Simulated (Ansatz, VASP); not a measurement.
# One calculation of GaP, two programs

```
Ga P
1.0
     0.00000    2.68842    2.68842
     2.68842    0.00000    2.68842
     2.68842    2.68842    0.00000
Ga P
1 1
Cartesian
  0.0000 0.0000 0.0000
  4.0326 4.0326 4.0326
```

Change from the starting cell: volume scaled by 0.96, crystal datasets.

Alike in both runs: task electric field gradients; functional PBE; k mesh 10 × 10 × 10; occupations fermi-dirac, width 0.05 eV; no spin polarisation.

```csv
,VASP,Ansatz
version,VASP 6.6.1,Ansatz 0.2.0
potentials or method,"VASP PAW PBE potentials, release 64 (Ga_d, P), cutoff 520 eV","all-electron PAW with datasets made for the crystal, scalar-relativistic"
```

|  | VASP | Ansatz | Ansatz less VASP |
| --- | --- | --- | --- |
| pressure (GPa) | 6.4 | 6.4 | +0.02 |

Ansatz ran all-electron here, and VASP with PAW potentials.
